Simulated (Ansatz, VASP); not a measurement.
## LaB in VASP and in Ansatz

```xyz
2
Lattice="0.0000 2.8546 2.8546 2.8546 0.0000 2.8546 2.8546 2.8546 0.0000" Properties=species:S:1:pos:R:3 pbc="T T T"
La    2.8546    2.8546    2.8546
B     0.0000    0.0000    0.0000
```

Alike in both runs: task single point; functional PBE; k mesh 10 × 10 × 10; occupations gaussian, width 0.05 eV; no spin polarisation.

|  | VASP | Ansatz |
| --- | --- | --- |
| version | VASP 6.6.1 | Ansatz 0.2.0 |
| potentials or method | VASP PAW PBE potentials, release 64 (La, B), cutoff 520 eV | scalar-relativistic, plane waves, PAW |
| valence electrons in the cell | 14 | 14 |

|  | VASP | Ansatz | Ansatz less VASP |
| --- | --- | --- | --- |
| gap on the k mesh at the Fermi level (eV) | none | none | - |
| pressure (GPa) | -1.1 | -1.1 | +0.03 |

A gap of «none» marks a metal or a gap that the smearing closes.

Spin-orbit coupling is off throughout.
